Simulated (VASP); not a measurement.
# FeO (R-3m) in VASP: notebook

The runs below take FeO through single point, with PBE.

All numbers are computed with VASP 6.6.1; they aren't measurements. Logs are shortened: lines on timing, memory, paths and dates and some standing lists are left out, and cuts for length are marked.

**1. The cell of the first run**

The structure is trigonal, space group R-3m (No. 166). Conventional cell: a = 2.994 Å, b = 2.994 Å, c = 7.445 Å, α = 90.00°, β = 90.00°, γ = 120.00°. Fe (site symmetry -3m) has 6 O at 2.13 Å within 2.8 Å. O (site symmetry -3m) has 6 Fe at 2.13 Å within 2.8 Å.

**2. Single point, PBE, collinear spin, ferromagnetic start**

INCAR

```
PREC = Accurate
ENCUT = 520
EDIFF = 1E-6
ISMEAR = -1
SIGMA = 0.05
LREAL = F
LASPH = T
NELM = 150
ALGO = Normal
ISIF = 2
LWAVE = F
LCHARG = F
ISPIN = 2
MAGMOM = 3 0
LORBIT = 11
LMAXMIX = 4
GGA = PE
NBANDS = 18
```

KPOINTS

```
regular mesh
0
Gamma
  11 11 11
```

POSCAR

```
FeO
1.0
    1.4971703779      0.8643917259      2.4817931879
   -1.4971703779      0.8643917259      2.4817931879
    0.0000000000     -1.7287834419      2.4817931879
Fe O
1 1
Direct
    0.0000000000      0.0000000000      0.0000000000
    0.5000000000      0.5000000000      0.5000000000
```

Potentials or basis: VASP PAW PBE potentials, release 64 (Fe, O).

Run with:

```console
> cat potpaw_PBE.64/Fe/POTCAR potpaw_PBE.64/O/POTCAR > POTCAR
> mpirun -np 1 vasp_std > vasp.out
```

OUTCAR:

```text
PREC = Accurate
   ENCUT = 520
   EDIFF = 1E-6
   ISMEAR = -1
   LREAL = F
   LASPH = T
   NELM = 150
   ISIF = 2
   ISPIN = 2
   LORBIT = 11
   GGA = PE

 ion  position               nearest neighbor table
   1  0.000  0.000  0.000-   2 2.13   2 2.13   2 2.13   2 2.13   2 2.13   2 2.13
   2  0.500  0.500  0.500-   1 2.13   1 2.13   1 2.13   1 2.13   1 2.13   1 2.13

  LATTYP: Found a trigonal (rhomboedric) cell.
 ALAT       =     3.0245643693
 COS(alpha) =     0.5099427872

  Lattice vectors:

 A1 = (   1.4971703779,   0.8643917259,   2.4817931879)
 A2 = (  -1.4971703779,   0.8643917259,   2.4817931879)
 A3 = (   0.0000000000,  -1.7287834419,   2.4817931879)

Analysis of symmetry for initial positions (statically):
=====================================================================
 Subroutine PRICEL returns:
 Original cell was already a primitive cell.

 Routine SETGRP: Setting up the symmetry group for a
 trigonal (rhombohedral) supercell.

 Subroutine GETGRP returns: Found 12 space group operations
 (whereof 12 operations were pure point group operations)
 out of a pool of 12 trial point group operations.

The static configuration has the point symmetry D_3d.

Analysis of symmetry for dynamics (positions and initial velocities):
=====================================================================
 Subroutine PRICEL returns:
 Original cell was already a primitive cell.

 Routine SETGRP: Setting up the symmetry group for a
 trigonal (rhombohedral) supercell.

 Subroutine GETGRP returns: Found 12 space group operations
 (whereof 12 operations were pure point group operations)
 out of a pool of 12 trial point group operations.

The dynamic configuration has the point symmetry D_3d.

Analysis of structural, dynamic, and magnetic symmetry:
=====================================================================
 Subroutine PRICEL returns:
 Original cell was already a primitive cell.

 Routine SETGRP: Setting up the symmetry group for a
 trigonal (rhombohedral) supercell.

 Subroutine GETGRP returns: Found 12 space group operations
 (whereof 12 operations were pure point group operations)
 out of a pool of 12 trial point group operations.

The overall configuration has the point symmetry D_3d.

 Subroutine INISYM returns: Found 12 space group operations
 (whereof 12 operations are pure point group operations),
 and found     1 'primitive' translations

----------------------------------------------------------------------------------------

                                     Primitive cell

  volume of cell :      19.2708

  direct lattice vectors                    reciprocal lattice vectors
     1.497170378  0.864391726  2.481793188     0.333963327  0.192813816  0.134311487
    -1.497170378  0.864391726  2.481793188    -0.333963327  0.192813816  0.134311487
     0.000000000 -1.728783442  2.481793188     0.000000000 -0.385627632  0.134311487

  length of vectors
     3.024564369  3.024564369  3.024564368     0.408348193  0.408348193  0.408348193

  position of ions in fractional coordinates (direct lattice)
     0.000000000  0.000000000  0.000000000
     0.500000000  0.500000000  0.500000000

  ion indices of the primitive-cell ions
   primitive index   ion index
                 1           1
                 2           2

----------------------------------------------------------------------------------------

 KPOINTS: regular mesh

Automatic generation of k-mesh.
 Grid dimensions read from file:
 generate k-points for:   11   11   11

 Generating k-lattice:

  Cartesian coordinates                     Fractional coordinates (reciprocal lattice)
     0.030360302  0.017528529  0.012210135     0.090909091  0.000000000  0.000000000
    -0.030360302  0.017528529  0.012210135     0.000000000  0.090909091  0.000000000
     0.000000000 -0.035057057  0.012210135     0.000000000  0.000000000  0.090909091

  Length of vectors
     0.037122563  0.037122563  0.037122563

  Shift w.r.t. Gamma in fractional coordinates (k-lattice)
     0.000000000  0.000000000  0.000000000

 Subroutine IBZKPT returns following result:
 ===========================================

 Found    146 irreducible k-points:

 Following reciprocal coordinates:
            Coordinates               Weight
  0.000000  0.000000  0.000000      1.000000
  0.090909  0.000000  0.000000      6.000000
  0.181818  0.000000  0.000000      6.000000
  0.272727  0.000000  0.000000      6.000000
  0.363636  0.000000  0.000000      6.000000
  0.454545  0.000000  0.000000      6.000000
[... 16 lines left out ...]
 -0.272727  0.181818  0.000000     12.000000
 -0.181818  0.181818  0.000000      6.000000
 [... further k-points ...]
   k-points           NKPTS =    146   k-points in BZ     NKDIM =    146   number of bands    NBANDS=     18
   number of dos      NEDOS =    301   number of ions     NIONS =      2
   total plane-waves  NPLWV =  13824
   dimension x,y,z NGX =    24 NGY =   24 NGZ =   24
   dimension x,y,z NGXF=    48 NGYF=   48 NGZF=   48
   ions per type =               1   1
   NGX,Y,Z   is equivalent  to a cutoff of  13.19, 13.19, 13.19 a.u.
   NGXF,Y,Z  is equivalent  to a cutoff of  26.38, 26.38, 26.38 a.u.
 SYSTEM =  unknown system
   PREC   = accura    normal or accurate (medium, high low for compatibility)
   ISTART =      0    job   : 0-new  1-cont  2-samecut
   ICHARG =      2    charge: 1-file 2-atom 10-const
   ISPIN  =      2    spin polarized calculation?
   LNONCOLLINEAR =      F non collinear calculations
   LSORBIT =      F    spin-orbit coupling
   LASPH  =      T    aspherical Exc in radial PAW
   ENCUT  =  520.0 eV  38.22 Ry    6.18 a.u.   5.62  5.62  5.62*2*pi/ulx,y,z
   NELM   =    150;   NELMIN=  2; NELMDL= -5     # of ELM steps
   EDIFF  = 0.1E-05   stopping-criterion for ELM
   LREAL  =      F    real-space projection
   EDIFFG = 0.1E-04   stopping-criterion for IOM
   NSW    =      0    number of steps for IOM
   IBRION =     -1    ionic relax: 0-MD 1-quasi-New 2-CG
   NFREE  =      0    steps in history (QN), initial steepest desc. (CG)
   ISIF   =      2    stress and relaxation
   ISYM   =      2    0-nonsym 1-usesym 2-fastsym
   POTIM  = 0.5000    time-step for ionic-motion
   TEBEG  =    0.0;   TEEND  =   0.0 temperature during run
   PSTRESS=    0.0 pullay stress
   NELECT =      14.0000    total number of electrons
   NUPDOWN=      -1.0000    fix difference up-down
   EMIN   =  10.00;   EMAX   =-10.00  energy-range for DOS
   EFERMI =   0.00;   METHOD = LEGACY
   ISMEAR =    -1;   SIGMA  =   0.05  broadening in eV -4-tet -1-fermi 0-gaus
   EFERMI_NEDOS =   21; number of points for ismear=-14 and -15
   IALGO  =     38    algorithm
   IMIX   =      4    mixing-type and parameters
     AMIX     =   0.40;   BMIX     =  1.00
     AMIX_MAG =   1.60;   BMIX_MAG =  1.00
  volume/ion in A,a.u.               =       9.64        65.02
  Fermi-wavevector in a.u.,A,eV,Ry     =   1.471695  2.781101 29.468689  2.165888
  Thomas-Fermi vector in A             =   2.586800
   LORBIT       =     11    0 simple, 1 ext, 2 COOP (PROOUT), +10 PAW based schemes
   GGA     = PE    functional components
   LHFCALC =     F    Hartree Fock is set to
   AEXX    =    0.0000 exact exchange contribution
   IVDW    =     0    specifies the selected vdW correction
   LEPSILON=     F    determine dielectric tensor
   LRPA    =     F    only Hartree local field effects (RPA)
 spin polarized calculation
  energy-cutoff  :      520.00
  volume of cell :       19.27
 maximum number of plane-waves:       537
   NGX = 11   NGY = 11   NGZ = 11

 number of electron      13.9999998 magnetization       3.9991593

 Free energy of the ion-electron system (eV)
  ---------------------------------------------------
  ext. energy  EPLUGINS =         0.00000000
  ---------------------------------------------------
  free energy    TOTEN  =       -14.91709244 eV

  energy without entropy =      -14.90592517  energy(sigma->0) =      -14.91150881

 E-fermi :   6.6208     XC(G=0): -12.3782

 val. band max:        6.6191072761   @ k =   0.2727   0.0909   0.0909
 cond. band min:       6.6270491728   @ k =   0.4545   0.1818   0.1818
 fundamental gap:      0.0079418967
 Fermi energy:         6.6207982918

 spin component 1

 k-point     1 :       0.0000    0.0000    0.0000
  band No.  band energies     occupation
      1     -14.4162      1.00000
      2       2.6275      1.00000
      3       2.6657      1.00000
      4       2.7257      1.00000
      5       2.7257      1.00000
      6       2.7307      1.00000
[... 10 lines left out ...]
     17      28.0830      0.00000
     18      30.8978      0.00000
[... 463 lines left out ...]
 k-point    24 :      -0.1818    0.1818    0.0000
  band No.  band energies     occupation
      1     -13.6510      1.00000
      2      -0.8699      1.00000
      3       0.2020      1.00000
      4       0.7594      1.00000
      5       3.0747      1.00000
      6       3.4131      1.00000
[... 10 lines left out ...]
     17      33.9857      0.00000
     18      35.6711      0.00000

 [... further k-points ...]

 spin component 2

 k-point     1 :       0.0000    0.0000    0.0000
  band No.  band energies     occupation
      1     -13.8693      1.00000
      2       3.2018      1.00000
      3       3.3033      1.00000
      4       3.3033      1.00000
      5       5.7773      1.00000
      6       5.8641      1.00000
[... 10 lines left out ...]
     17      29.6950      0.00000
     18      32.0026      0.00000
[... 463 lines left out ...]
 k-point    24 :      -0.1818    0.1818    0.0000
  band No.  band energies     occupation
      1     -13.0901      1.00000
      2       0.0185      1.00000
      3       1.6851      1.00000
      4       1.8004      1.00000
      5       6.3292      0.99708
      6       6.5654      0.75193
[... 10 lines left out ...]
     17      34.8351      0.00000
     18      36.4037      0.00000

 [... further k-points ...]
[... 5 lines left out ...]
  --------------------------------------------------------------------------------------
  -------------------------------------------------------------------------------------
  Total        0.9583951      0.9583951      0.8577564      0.0000000      0.0000000      0.0000000
  in kB       79.6813205     79.6813209     71.3141808      0.0000000      0.0000001      0.0000000
  external PRESSURE =      76.8922741 kB  Pullay stress =       0.0000000 kB

 VOLUME and BASIS-vectors are now :
 -----------------------------------------------------------------------------
  energy-cutoff  :      520.00
  volume of cell :       19.27
      direct lattice vectors                 reciprocal lattice vectors
     1.497170378  0.864391726  2.481793188     0.333963327  0.192813816  0.134311487
    -1.497170378  0.864391726  2.481793188    -0.333963327  0.192813816  0.134311487
     0.000000000 -1.728783442  2.481793188     0.000000000 -0.385627632  0.134311487

 POSITION                                       TOTAL-FORCE (eV/Angst)
 -----------------------------------------------------------------------------------
      0.00000      0.00000      0.00000         0.000000     -0.000000     -0.000000
      0.00000      0.00000      3.72269        -0.000000      0.000000      0.000000
 -----------------------------------------------------------------------------------
    total drift:                               -0.000000      0.000000     -0.000000

  FREE ENERGIE OF THE ION-ELECTRON SYSTEM (eV)
  ---------------------------------------------------
  free  energy   TOTEN  =       -14.9170924447 eV

  energy  without entropy=      -14.9059251747  energy(sigma->0) =      -14.91150881

 total charge

# of ion       s       p       d       tot
------------------------------------------
    1        0.299   0.385   6.114   6.798
    2        1.557   3.459   0.000   5.015
--------------------------------------------------
tot          1.855   3.844   6.114  11.813

 magnetization (x)

# of ion       s       p       d       tot
------------------------------------------
    1        0.027   0.022   3.563   3.612
    2        0.032   0.278   0.000   0.309
--------------------------------------------------
tot          0.058   0.300   3.563   3.922
```

It took 2.4 min on 1 thread of Intel Xeon 8259CL, shared host; peak memory 0.21 GiB.

Results:

```yaml
Free_energy: -14.9171 eV
Pressure: 7.7 GPa
Band_gap_on_the_k_mesh: zero (filled and empty bands overlap)
Net_moment: 4.00 μB per cell
Site_moments: Fe +3.61; O +0.31 μB
Valence_electrons_inside_the_program's_atomic_spheres: Fe 6.80; O 5.01
```

Caveat: the cell stands under pressure; a cell with one magnetic atom can't hold antiferromagnetic order, which such compounds often take; semilocal functionals often make such compounds metallic where correlation or magnetic order opens a gap, which also shifts bond lengths.

(Part 1 of 2 ends here.)
